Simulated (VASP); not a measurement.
# AlNi3 (Fmmm) in VASP: single point with r2SCAN

Aim: the single point of AlNi3 with r2SCAN.

All numbers are computed with VASP 6.6.1; they aren't measurements. Logs are shortened: lines on timing, memory, paths and dates and some standing lists are left out, and cuts for length are marked.

## (1) The cell of the first run

Symmetry: Fmmm, No. 69, orthorhombic system. The conventional cell has a = 5.183 Å, b = 5.604 Å, c = 6.024 Å, α = 90.00°, β = 90.00°, γ = 90.00°. Al (site symmetry mmm) has 14 Ni at 2.43 to 3.01 Å within 3.2 Å. Ni (site symmetry 222) has 4 Al at 2.43 Å and 10 Ni at 2.43 to 3.01 Å within 3.2 Å. Ni (site symmetry mmm) has 8 Ni at 2.43 Å and 6 Al at 2.59 to 3.01 Å within 3.2 Å.

## (2) Single point, r2SCAN (strain -0.0750 x Voigt [1, -1, 0, 0, 0, 0])

POSCAR reads:

```
AlNi3
1.0
    0.0000000000      3.0120304117      2.8018887551
    2.5917470985      0.0000000000      2.8018887551
    2.5917470985      3.0120304117      0.0000000000
Al Ni
1 3
Direct
    0.5000000000      0.5000000000      0.5000000000
    0.2500000000      0.2500000000      0.2500000000
    0.0000000000      0.0000000000      0.0000000000
    0.7500000000      0.7500000000      0.7500000000
```

INCAR.step1 reads:

```
PREC = Accurate
ENCUT = 520
ISMEAR = 0
SIGMA = 0.15
LREAL = False
LASPH = True
NELM = 100
NBANDS = 24
GGA = PE
ALGO = Normal
EDIFF = 1E-4
LWAVE = True
LCHARG = False
```

INCAR.step2 reads:

```
PREC = Accurate
ENCUT = 520
EDIFF = 1E-6
ISMEAR = 0
SIGMA = 0.15
LREAL = False
LASPH = True
NELM = 100
ALGO = Normal
ISIF = 2
LWAVE = False
LCHARG = False
METAGGA = R2SCAN
LMIXTAU = True
NBANDS = 24
ISTART = 1
```

KPOINTS reads:

```
Automatic mesh
0
Gamma
  14 14 14
```

Potentials or basis: VASP PAW PBE potentials, release 64 (Al, Ni).

Launch:

```bash
cat potpaw_PBE.64/Al/POTCAR potpaw_PBE.64/Ni/POTCAR > POTCAR
cp INCAR.step1 INCAR
mpirun -np 1 vasp_std > vasp.out
cp INCAR.step2 INCAR
mpirun -np 1 vasp_std > vasp.out
```

OUTCAR:

```text
PREC = Accurate
   ENCUT = 520
   EDIFF = 1E-6
   ISMEAR = 0
   LREAL = False
   LASPH = True
   NELM = 100
   ISIF = 2
   METAGGA = R2SCAN
   ISTART = 1

 ion  position               nearest neighbor table
   1  0.500  0.500  0.500-   2 2.43   2 2.43   2 2.43   2 2.43   4 2.43   4 2.43   4 2.43   4 2.43
                             3 2.59   3 2.59   3 2.80   3 2.80   3 3.01   3 3.01
   2  0.250  0.250  0.250-   3 2.43   3 2.43   3 2.43   1 2.43   3 2.43   1 2.43   1 2.43   1 2.43
                             4 2.59   4 2.59   4 2.80   4 2.80   4 3.01   4 3.01
   3  0.000  0.000  0.000-   4 2.43   4 2.43   4 2.43   2 2.43   4 2.43   2 2.43   2 2.43   2 2.43
                             1 2.59   1 2.59   1 2.80   1 2.80   1 3.01   1 3.01
   4  0.750  0.750  0.750-   1 2.43   1 2.43   1 2.43   1 2.43   3 2.43   3 2.43   3 2.43   3 2.43
                             2 2.59   2 2.59   2 2.80   2 2.80   2 3.01   2 3.01

  LATTYP: Found a face centered orthorhombic cell.
 ALAT       =     5.1834941970
 B/A-ratio  =     1.0810810811
 C/A-ratio  =     1.1621621621

  Lattice vectors:

 A1 = (   0.0000000000,   3.0120304117,  -2.8018887551)
 A2 = (   2.5917470985,   3.0120304117,   0.0000000000)
 A3 = (   2.5917470985,   0.0000000000,  -2.8018887551)

Analysis of symmetry for initial positions (statically):
=====================================================================
 Subroutine PRICEL returns:
 Original cell was already a primitive cell.

 Routine SETGRP: Setting up the symmetry group for a
 face centered orthorhombic supercell.

 Subroutine GETGRP returns: Found  8 space group operations
 (whereof  8 operations were pure point group operations)
 out of a pool of  8 trial point group operations.

The static configuration has the point symmetry D_2h.

Analysis of symmetry for dynamics (positions and initial velocities):
=====================================================================
 Subroutine PRICEL returns:
 Original cell was already a primitive cell.

 Routine SETGRP: Setting up the symmetry group for a
 face centered orthorhombic supercell.

 Subroutine GETGRP returns: Found  8 space group operations
 (whereof  8 operations were pure point group operations)
 out of a pool of  8 trial point group operations.

The dynamic configuration has the point symmetry D_2h.

 Subroutine INISYM returns: Found  8 space group operations
 (whereof  8 operations are pure point group operations),
 and found     1 'primitive' translations

[... 97 lines left out ...]
   NELM   =    100;   NELMIN=  2; NELMDL=  0     # of ELM steps
   EDIFF  = 0.1E-05   stopping-criterion for ELM
   LREAL  =      F    real-space projection
   EDIFFG = 0.1E-04   stopping-criterion for IOM
   NSW    =      0    number of steps for IOM
   IBRION =     -1    ionic relax: 0-MD 1-quasi-New 2-CG
   NFREE  =      0    steps in history (QN), initial steepest desc. (CG)
   ISIF   =      2    stress and relaxation
   ISYM   =      2    0-nonsym 1-usesym 2-fastsym
   POTIM  = 0.5000    time-step for ionic-motion
   TEBEG  =    0.0;   TEEND  =   0.0 temperature during run
   PSTRESS=    0.0 pullay stress
   NELECT =      33.0000    total number of electrons
   NUPDOWN=      -1.0000    fix difference up-down
   EMIN   =  10.00;   EMAX   =-10.00  energy-range for DOS
   EFERMI =   0.00;   METHOD = LEGACY
   ISMEAR =     0;   SIGMA  =   0.15  broadening in eV -4-tet -1-fermi 0-gaus
   EFERMI_NEDOS =   21; number of points for ismear=-14 and -15
   IALGO  =     38    algorithm
   IMIX   =      4    mixing-type and parameters
     AMIX     =   0.40;   BMIX     =  1.00
     AMIX_MAG =   1.60;   BMIX_MAG =  1.00
  volume/ion in A,a.u.               =      10.94        73.80
  Fermi-wavevector in a.u.,A,eV,Ry     =   1.490282  2.816225 30.217739  2.220941
  Thomas-Fermi vector in A             =   2.603084
   LORBIT       =      0    0 simple, 1 ext, 2 COOP (PROOUT), +10 PAW based schemes
   METAGGA = R2SCAN    functional components
   LHFCALC =     F    Hartree Fock is set to
   AEXX    =    0.0000 exact exchange contribution
   IVDW    =     0    specifies the selected vdW correction
   LEPSILON=     F    determine dielectric tensor
   LRPA    =     F    only Hartree local field effects (RPA)
 non-spin polarized calculation
 Gauss-broadening in eV      SIGMA  =   0.15
  energy-cutoff  :      520.00
  volume of cell :       43.75
 maximum number of plane-waves:      1196
   NGX = 15   NGY = 15   NGZ = 15

 number of electron      33.0000019 magnetization

 Free energy of the ion-electron system (eV)
  ---------------------------------------------------
  ext. energy  EPLUGINS =         0.00000000
  ---------------------------------------------------
  free energy    TOTEN  =       -44.03914099 eV

  energy without entropy =      -44.00590969  energy(sigma->0) =      -44.02252534

 E-fermi :   9.8058     XC(G=0): -13.9134

 val. band max:        9.8046146494   @ k =  -0.2143   0.4286   0.2857
 cond. band min:       9.8078902429   @ k =  -0.3571   0.5000   0.1429
 fundamental gap:      0.0032755935
 Fermi energy:         9.8058456622

 k-point     1 :       0.0000    0.0000    0.0000
  band No.  band energies     occupation
      1      -0.8583      2.00000
      2       5.9178      2.00000
      3       6.0688      2.00000
      4       6.1612      2.00000
      5       6.2046      2.00000
      6       6.3847      2.00000
[... 637 lines left out ...]
     23      18.8195      0.00000
     24      20.8403      0.00000

 [... further k-points ...]

------------------------ aborting loop because EDIFF is reached ----------------------------------------

  FORCE on cell =-STRESS in cart. coord.  units (eV):
  Direction    XX          YY          ZZ          XY          YZ          ZX
  --------------------------------------------------------------------------------------
  -------------------------------------------------------------------------------------
  Total        1.5038593      0.5280475     -0.5301459      0.0000000      0.0000000      0.0000000
  in kB       55.0788574     19.3397449    -19.4165960      0.0000000      0.0000000      0.0000000
  external PRESSURE =      18.3340021 kB  Pullay stress =       0.0000000 kB

 VOLUME and BASIS-vectors are now :
 -----------------------------------------------------------------------------
  energy-cutoff  :      520.00
  volume of cell :       43.75
      direct lattice vectors                 reciprocal lattice vectors
     0.000000000  3.012030412  2.801888755    -0.192920058  0.166000980  0.178451053
     2.591747098  0.000000000  2.801888755     0.192920058 -0.166000980  0.178451053
     2.591747098  3.012030412  0.000000000     0.192920058  0.166000980 -0.178451053

 POSITION                                       TOTAL-FORCE (eV/Angst)
 -----------------------------------------------------------------------------------
      2.59175      3.01203      2.80189         0.000000     -0.000000     -0.000000
      1.29587      1.50602      1.40094         0.000000     -0.000000      0.000000
      0.00000      0.00000      0.00000         0.000000      0.000000     -0.000000
      3.88762      4.51805      4.20283        -0.000000      0.000000     -0.000000
 -----------------------------------------------------------------------------------
    total drift:                                0.000000     -0.000000      0.000000

  FREE ENERGIE OF THE ION-ELECTRON SYSTEM (eV)
  ---------------------------------------------------
  free  energy   TOTEN  =       -44.0391409912 eV

  energy  without entropy=      -44.0059096900  energy(sigma->0) =      -44.02252534
```

OUTCAR.step1:

```text
PREC = Accurate
   ENCUT = 520
   ISMEAR = 0
   LREAL = False
   LASPH = True
[... 881 lines left out ...]
      2.59175      3.01203      2.80189         0.000000     -0.000000     -0.000000
      1.29587      1.50602      1.40094         0.000000      0.000000     -0.000000
      0.00000      0.00000      0.00000         0.000000     -0.000000     -0.000000
      3.88762      4.51805      4.20283        -0.000000      0.000000      0.000000
 -----------------------------------------------------------------------------------
    total drift:                                0.000000     -0.000000      0.000000

  FREE ENERGIE OF THE ION-ELECTRON SYSTEM (eV)
  ---------------------------------------------------
  free  energy   TOTEN  =       -21.6536249982 eV

  energy  without entropy=      -21.6194444056  energy(sigma->0) =      -21.63653470
```

Run time: 13 min. Hardware: 1 thread of Intel Xeon 6975P-C (Granite Rapids), shared host; peak memory 0.46 GiB.

What came out:

```yaml
Free_energy: -44.0391 eV
Pressure: 1.8 GPa
Band_gap_on_the_k_mesh: zero (an odd number of electrons rules out a gap without spin polarisation)
```

Stress tensor (GPa, compression positive):
```
 5.51  0.00  0.00
 0.00  1.93  0.00
 0.00  0.00 -1.94
```

Levels at points of the mesh, in eV from the Fermi level:
```tsv
k point	band 13	band 14	band 15	band 16	band 17	band 18	band 19	band 20
(0.00, 0.00, 0.00)	-0.84	-0.72	-0.47	-0.33	5.16	5.57	5.82	5.94
(0.50, 0.00, 0.00)	-0.87	-0.78	-0.66	-0.29	-0.09	3.68	4.41	4.83
(0.50, 0.50, 0.00)	-0.99	-0.97	-0.56	-0.47	-0.28	-0.24	0.01	4.77
(0.50, 0.00, 0.50)	-0.61	-0.58	-0.53	-0.50	-0.33	-0.23	-0.18	5.38
(0.00, 0.50, 0.50)	-1.19	-1.16	-0.66	-0.58	-0.47	-0.43	0.72	3.87
```

Caveat: the cell differs from its parent crystal (strain -0.0750 x Voigt [1, -1, 0, 0, 0, 0]); the stress differs along the axes, from -2 to 6 GPa; the PAW data sets were made with another functional, which shifts forces and pressure a little. Spin polarisation is off, so any magnetic state and its effect on volume and gap are missing.
